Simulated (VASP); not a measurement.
# Rh (Fm-3m) in VASP: further runs

The runs below take Rh through single point, with LDA.

Program: VASP 6.6.1. These are calculated values, not measurements. Logs are shortened: lines on timing, memory, paths and dates and some standing lists are left out, and cuts for length are marked.

## 1. The cell of the first run

Symmetry: Fm-3m, No. 225, cubic system. Conventional cell: a = 3.755 Å, b = 3.755 Å, c = 3.755 Å, α = 90.00°, β = 90.00°, γ = 90.00°. Rh (site symmetry m-3m) has 12 Rh at 2.66 Å within 3.5 Å.

## 2. Single point, LDA

INCAR reads:

```
ALGO     = Normal         # electronic algorithm
EDIFF    = 1E-7           # SCF threshold, eV
ENCUT    = 520            # plane-wave cutoff, eV
GGA      = CA             # functional
ISIF     = 2              # what is computed and relaxed
ISMEAR   = -1             # smearing method
LASPH    = T              # aspherical terms in the spheres
LCHARG   = F              # write CHGCAR
LREAL    = F              # projectors in reciprocal space
LWAVE    = F              # write WAVECAR
NBANDS   = 14             # bands
NELM     = 100            # most SCF steps
PREC     = Accurate       # precision mode
SIGMA    = 0.1            # smearing width, eV
```

KPOINTS reads:

```
k-points
0
Gamma
  14 14 14
```

POSCAR reads:

```
Rh
1.0
    0.0000000000      1.8776226225      1.8776226225
    1.8776226225      0.0000000000      1.8776226225
    1.8776226225      1.8776226225      0.0000000000
Rh
1
Direct
    0.0000000000      0.0000000000      0.0000000000
```

Potentials or basis: VASP PAW LDA potentials, release 64 (Rh_pv).

Run with:

```sh
$ cat potpaw_LDA.64/Rh_pv/POTCAR > POTCAR
$ mpirun -np 1 vasp_std > vasp.out
```

OUTCAR:

```text
EDIFF = 1E-7
   ENCUT = 520
   GGA = CA
   ISIF = 2
   ISMEAR = -1
   LASPH = T
   LREAL = F
   NELM = 100
   PREC = Accurate

 ion  position               nearest neighbor table
   1  0.000  0.000  0.000-

  LATTYP: Found a face centered cubic cell.
 ALAT       =     3.7552452450

  Lattice vectors:

 A1 = (   0.0000000000,   1.8776226225,   1.8776226225)
 A2 = (   1.8776226225,   0.0000000000,   1.8776226225)
 A3 = (   1.8776226225,   1.8776226225,   0.0000000000)

Analysis of symmetry for initial positions (statically):
=====================================================================
 Subroutine PRICEL returns:
 Original cell was already a primitive cell.

 Routine SETGRP: Setting up the symmetry group for a
 face centered cubic supercell.

 Subroutine GETGRP returns: Found 48 space group operations
[... 9 lines left out ...]

 Routine SETGRP: Setting up the symmetry group for a
 face centered cubic supercell.

 Subroutine GETGRP returns: Found 48 space group operations
[... 11 lines left out ...]
                                     Primitive cell

  volume of cell :      13.2390

  direct lattice vectors                    reciprocal lattice vectors
     0.000000000  1.877622622  1.877622622    -0.266294192  0.266294192  0.266294192
     1.877622622  0.000000000  1.877622622     0.266294192 -0.266294192  0.266294192
     1.877622622  1.877622622  0.000000000     0.266294192  0.266294192 -0.266294192

  length of vectors
     2.655359378  2.655359378  2.655359378     0.461235071  0.461235071  0.461235071

  position of ions in fractional coordinates (direct lattice)
     0.000000000  0.000000000  0.000000000

  ion indices of the primitive-cell ions
   primitive index   ion index
                 1           1

----------------------------------------------------------------------------------------

 KPOINTS: k-points

Automatic generation of k-mesh.
 Grid dimensions read from file:
 generate k-points for:   14   14   14

 Generating k-lattice:

  Cartesian coordinates                     Fractional coordinates (reciprocal lattice)
    -0.019021014  0.019021014  0.019021014     0.071428571  0.000000000  0.000000000
     0.019021014 -0.019021014  0.019021014     0.000000000  0.071428571  0.000000000
     0.019021014  0.019021014 -0.019021014     0.000000000  0.000000000  0.071428571

  Length of vectors
     0.032945362  0.032945362  0.032945362

  Shift w.r.t. Gamma in fractional coordinates (k-lattice)
     0.000000000  0.000000000  0.000000000
[... 43 lines left out ...]
   ISTART =      0    job   : 0-new  1-cont  2-samecut
   ICHARG =      2    charge: 1-file 2-atom 10-const
   ISPIN  =      1    spin polarized calculation?
   LNONCOLLINEAR =      F non collinear calculations
   LSORBIT =      F    spin-orbit coupling
   LASPH  =      T    aspherical Exc in radial PAW
   ENCUT  =  520.0 eV  38.22 Ry    6.18 a.u.   4.94  4.94  4.94*2*pi/ulx,y,z
   NELM   =    100;   NELMIN=  2; NELMDL= -5     # of ELM steps
   EDIFF  = 0.1E-06   stopping-criterion for ELM
   LREAL  =      F    real-space projection
   EDIFFG = 0.1E-05   stopping-criterion for IOM
   NSW    =      0    number of steps for IOM
   IBRION =     -1    ionic relax: 0-MD 1-quasi-New 2-CG
[... 8 lines left out ...]
   EMIN   =  10.00;   EMAX   =-10.00  energy-range for DOS
   EFERMI =   0.00;   METHOD = LEGACY
   ISMEAR =    -1;   SIGMA  =   0.10  broadening in eV -4-tet -1-fermi 0-gaus
   EFERMI_NEDOS =   21; number of points for ismear=-14 and -15
   IALGO  =     38    algorithm
   IMIX   =      4    mixing-type and parameters
     AMIX     =   0.40;   BMIX     =  1.00
     AMIX_MAG =   1.60;   BMIX_MAG =  1.00
  volume/ion in A,a.u.               =      13.24        89.34
  Fermi-wavevector in a.u.,A,eV,Ry     =   1.706686  3.225169 39.630735  2.912777
  Thomas-Fermi vector in A             =   2.785677
   LORBIT       =      0    0 simple, 1 ext, 2 COOP (PROOUT), +10 PAW based schemes
   GGA     = CA    functional components
   LHFCALC =     F    Hartree Fock is set to
   AEXX    =    0.0000 exact exchange contribution
   IVDW    =     0    specifies the selected vdW correction
   LEPSILON=     F    determine dielectric tensor
   LRPA    =     F    only Hartree local field effects (RPA)
 non-spin polarized calculation
  energy-cutoff  :      520.00
  volume of cell :       13.24
 maximum number of plane-waves:       368
   NGX =  9   NGY =  9   NGZ =  9

 number of electron      15.0000002 magnetization

 Free energy of the ion-electron system (eV)
  ---------------------------------------------------
  ext. energy  EPLUGINS =         0.00000000
  ---------------------------------------------------
  free energy    TOTEN  =        -8.70262875 eV

  energy without entropy =       -8.66294910  energy(sigma->0) =       -8.68278893

 E-fermi :  12.4183     XC(G=0): -14.5926

 val. band max:       12.4038863246   @ k =   0.3571   0.0714   0.0000
 cond. band min:      12.4262983442   @ k =   0.4286   0.2857   0.0714
 fundamental gap:      0.0224120195
 Fermi energy:        12.4183176200

 k-point     1 :       0.0000    0.0000    0.0000
  band No.  band energies     occupation
      1     -33.7969      2.00000
      2     -33.7969      2.00000
      3     -33.7969      2.00000
      4       4.1127      2.00000
      5       9.1328      2.00000
      6       9.1328      2.00000
      7       9.1328      2.00000
      8      11.3884      1.99993
      9      11.3884      1.99993
     10      28.3336      0.00000
     11      32.6856      0.00000
     12      33.9564      0.00000
     13      33.9564      0.00000
     14      33.9564      0.00000
[... 377 lines left out ...]
      1     -34.2242      2.00000
      2     -33.9148      2.00000
      3     -33.9056      2.00000
      4       6.4258      2.00000
      5       8.0646      2.00000
      6       9.5068      2.00000
      7      10.1033      2.00000
      8      11.4432      1.99988
      9      12.1594      1.86026
     10      28.6563      0.00000
     11      31.0242      0.00000
     12      32.6852      0.00000
     13      33.4541      0.00000
     14      34.6350      0.00000

 [... further k-points ...]
[... 5 lines left out ...]
  --------------------------------------------------------------------------------------
  -------------------------------------------------------------------------------------
  Total        0.0744928      0.0744928      0.0744928      0.0000000      0.0000000      0.0000000
  in kB        9.0150931      9.0150931      9.0150931      0.0000000      0.0000000      0.0000000
  external PRESSURE =       9.0150931 kB  Pullay stress =       0.0000000 kB

 VOLUME and BASIS-vectors are now :
 -----------------------------------------------------------------------------
  energy-cutoff  :      520.00
  volume of cell :       13.24
      direct lattice vectors                 reciprocal lattice vectors
     0.000000000  1.877622622  1.877622622    -0.266294192  0.266294192  0.266294192
     1.877622622  0.000000000  1.877622622     0.266294192 -0.266294192  0.266294192
     1.877622622  1.877622622  0.000000000     0.266294192  0.266294192 -0.266294192

 POSITION                                       TOTAL-FORCE (eV/Angst)
 -----------------------------------------------------------------------------------
      0.00000      0.00000      0.00000         0.000000     -0.000000      0.000000
 -----------------------------------------------------------------------------------
    total drift:                                0.000000     -0.000000      0.000000

  FREE ENERGIE OF THE ION-ELECTRON SYSTEM (eV)
  ---------------------------------------------------
  free  energy   TOTEN  =        -8.7026287531 eV

  energy  without entropy=       -8.6629491010  energy(sigma->0) =       -8.68278893
```

OSZICAR:

```text
N       E                     dE             d eps       ncg     rms          rms(c)
DAV:   1     0.120367084015E+03    0.12037E+03   -0.87726E+03  2930   0.115E+03
DAV:   2    -0.761915154920E+01   -0.12799E+03   -0.12252E+03  3242   0.344E+02
DAV:   3    -0.925868132782E+01   -0.16395E+01   -0.16374E+01  3506   0.427E+01
DAV:   4    -0.926452611244E+01   -0.58448E-02   -0.58447E-02  3272   0.261E+00
DAV:   5    -0.926457593757E+01   -0.49825E-04   -0.49825E-04  3422   0.211E-01    0.117E+01
DAV:   6    -0.873037005403E+01    0.53421E+00   -0.85583E-01  3080   0.129E+01    0.403E+00
DAV:   7    -0.870792607212E+01    0.22444E-01   -0.17147E-02  3260   0.160E+00    0.186E+00
DAV:   8    -0.870280337053E+01    0.51227E-02   -0.48399E-03  3122   0.980E-01    0.222E-01
DAV:   9    -0.870262248109E+01    0.18089E-03   -0.18947E-04  3080   0.196E-01    0.482E-02
DAV:  10    -0.870262883973E+01   -0.63586E-05   -0.32623E-06  3236   0.211E-02    0.355E-03
DAV:  11    -0.870262875305E+01    0.86678E-07   -0.25681E-07  3186   0.698E-03
   1 F= -.87026288E+01 E0= -.86827889E+01  d E =-.396797E-01
```

Run time: 8.5 s. Hardware: 1 thread of Intel Xeon 6975P-C (Granite Rapids), shared host; peak memory 0.13 GiB.

Results:

```
Free energy : -8.7026 eV
Pressure    : 0.9 GPa
```

## 3. Single point, LDA

INCAR reads:

```
SYSTEM = Rh
PREC = Accurate
ENCUT = 520
EDIFF = 1E-6
ISMEAR = -1
SIGMA = 0.1
LREAL = .FALSE.
LASPH = .TRUE.
NELM = 80
ALGO = Normal
ISIF = 2
LWAVE = .FALSE.
LCHARG = .FALSE.
GGA = CA
NBANDS = 14
```

KPOINTS reads:

```
regular mesh
0
G
  14 14 14
  0 0 0
```

POSCAR is that of step 2.

Potentials or basis: VASP PAW LDA potentials, release 64 (Rh_pv).

Run with:

```sh
$ cat potpaw_LDA.64/Rh_pv/POTCAR > POTCAR
$ mpirun -np 1 vasp_std > vasp.out
```

It took 6.6 s on 1 thread of Intel Xeon 6975P-C (Granite Rapids), shared host; peak memory 0.12 GiB.

It converged, with:

```
Free energy : -8.7026 eV
Pressure    : 0.9 GPa
```

Levels at points of the mesh, in eV from the Fermi level:
```csv
k point,band 3,band 4,band 5,band 6,band 7,band 8,band 9,band 10,band 11,band 12
"(0.00, 0.00, 0.00)",-46.22,-8.31,-3.29,-3.29,-3.29,-1.03,-1.03,15.92,20.27,21.54
"(0.50, 0.00, 0.00)",-46.33,-6.49,-3.36,-3.36,0.64,0.64,0.66,8.99,15.45,20.27
"(0.50, 0.50, 0.00)",-46.53,-6.70,-6.33,0.62,1.08,1.08,3.26,12.74,13.43,13.43
```

## 4. Single point, LDA

INCAR reads:

```
SYSTEM = Rh
PREC     = Accurate       ! precision mode
ENCUT    = 520            ! plane-wave cutoff, eV
EDIFF    = 1E-6           ! SCF threshold, eV
ISMEAR   = -1             ! smearing method
SIGMA    = 0.1            ! smearing width, eV
LREAL    = .False.        ! projectors in reciprocal space
LASPH    = .True.         ! aspherical terms in the spheres
NELM     = 80             ! most SCF steps
ALGO     = Normal         ! electronic algorithm
ISIF     = 2              ! what is computed and relaxed
LWAVE    = .False.        ! write WAVECAR
LCHARG   = .True.         ! write CHGCAR
LELF     = .True.         ! ELF
LVHAR    = .True.       
NBANDS   = 14             ! bands
```

KPOINTS reads:

```
regular mesh
0
Gamma
  14 14 14
  0 0 0
```

POSCAR is that of step 3.

Run with:

```sh
$ cat potpaw_LDA.64/Rh_pv/POTCAR > POTCAR
$ mpirun -np 1 vasp_std > vasp.out
```

Run time: 8.3 s. Hardware: 1 thread of Intel Xeon 6975P-C (Granite Rapids), shared host; peak memory 0.13 GiB.

Results (log left out):

- Free energy: -8.7026 eV
- Pressure: 0.9 GPa

Levels at points of the mesh, in eV from the Fermi level:
```tsv
k point	band 4	band 5	band 6	band 7	band 8	band 9	band 10	band 11
(0.00, 0.00, 0.00)	-8.31	-3.29	-3.29	-3.29	-1.03	-1.03	15.92	20.27
(0.50, 0.00, 0.00)	-6.49	-3.36	-3.36	0.64	0.64	0.66	8.99	15.45
(0.50, 0.50, 0.00)	-6.70	-6.33	0.62	1.08	1.08	3.26	12.74	13.43
```
